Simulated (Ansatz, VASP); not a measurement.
**LiF in VASP and in Ansatz**

The input INCAR:

```
SYSTEM = LiF
ALGO = Normal
EDIFF = 1E-8
ENCUT = 520
GGA = PE
ISIF = 2
ISMEAR = -1
LASPH = .True.
LCHARG = .False.
LEFG = .True.
LREAL = .False.
LWAVE = .False.
NBANDS = 12
NELM = 60
PREC = Accurate
SIGMA = 0.03
```

KPOINTS

```
k-points
0
Gamma
  14 14 14
  0 0 0
```

File POSCAR:

```
LiF
1.0
    0.0000000000      1.9995698048      1.9995698048
    1.9995698048      0.0000000000      1.9995698048
    1.9995698048      1.9995698048      0.0000000000
Li F
1 1
Direct
    0.0000000000      0.0000000000      0.0000000000
    0.5000000000      0.5000000000      0.5000000000
```

Input for Ansatz:

```yaml
crystal:
  lattice:
    - [0.0, 1.9995698048, 1.9995698048]
    - [1.9995698048, 0.0, 1.9995698048]
    - [1.9995698048, 1.9995698048, 0.0]
  atoms:
    - { symbol: Li, position: [0.0, 0.0, 0.0] }
    - { symbol: F, position: [0.5, 0.5, 0.5] }
kpoints:
  mp_grid: { grid: [14, 14, 14] }
scf:
  occupations: { method: fermi_dirac, width: 0.03 }
hamiltonian:
  xc: pbe
  pseudopotentials: { kind: paw }
output:
  forces: true
  stress: true
  eigenvalues: true
  efg: { contact_densities: true }
```

Change from the starting cell: volume scaled by 0.95, PAW files.

Alike in both runs: task electric field gradients; functional PBE; k mesh 14 × 14 × 14; occupations fermi-dirac, width 0.03 eV; no spin polarisation.

```csv
,VASP,Ansatz
version,VASP 6.6.1,Ansatz 0.2.0
potentials or method,"VASP PAW PBE potentials, release 64 (Li_sv, F)","PAW with Ansatz's default frozen-core files, scalar-relativistic"
plane-wave cutoff (eV),520,420
valence electrons in the cell,10,10
```

|  | VASP | Ansatz | Ansatz less VASP |
| --- | --- | --- | --- |
| gap on the k mesh at the Fermi level (eV) | 9.29 | 9.28 | -0.005 |

The functional is the same, so the differences come from potentials, cutoffs and numerics.

Noted on VASP's run: the cutoff is short for stress, so the pressure is rough.
